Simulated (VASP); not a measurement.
A run of VASP 6.6.1 is set up as follows.

The input INCAR:

```
PREC = Accurate ; ENCUT = 500
EDIFF = 1E-6 ; ISMEAR = 0
SIGMA = 0.03 ; LREAL = False
LASPH = True ; NELM = 120
ALGO = Normal ; ISIF = 2
LWAVE = False ; LCHARG = True
GGA = PS ; LELF = True
LVHAR = True ; NBANDS = 15
GGA_COMPAT = False
```

File KPOINTS:

```
regular mesh
0
Gamma
  10 10 10
```

File POSCAR:

```
CaH4
1.0
   -1.6423997432      1.6423997432      2.7535200863
    1.6423997432     -1.6423997432      2.7535200863
    1.6423997432      1.6423997432     -2.7535200863
Ca H
1 4
Direct
    0.0000000000      0.0000000000      0.0000000000
    0.7500000000      0.2500000000      0.5000000000
    0.2500000000      0.7500000000      0.5000000000
    0.4451855333      0.4451855333      0.0000000000
    0.5548144667      0.5548144667      0.0000000000
```

Potentials or basis: VASP PAW PBE potentials, release 64 (Ca_sv, H).

The run is started by

```console
$ cat potpaw_PBE.64/Ca_sv/POTCAR potpaw_PBE.64/H/POTCAR > POTCAR
$ mpirun -np 1 vasp_std > vasp.out
```

**Question.** Predict the pressure.

**Answer.** 36.4 GPa.

**Question.** Estimate the band gap on the k mesh.

**Answer.** 0.70 eV, indirect (least direct gap 1.53 eV).

**Question.** What does it give for the largest force?

**Answer.** 9.812 eV/Å.

Forces in eV/Å, atoms in the order of the input:
```
Ca   0.000  0.000  0.000
H    0.000  0.000  0.000
H    0.000  0.000  0.000
H    0.000  0.000 -9.812
H    0.000  0.000  9.812
```

Caveat: the PAW data sets were made with another functional, which shifts forces and pressure a little. A k mesh can miss the band edges.
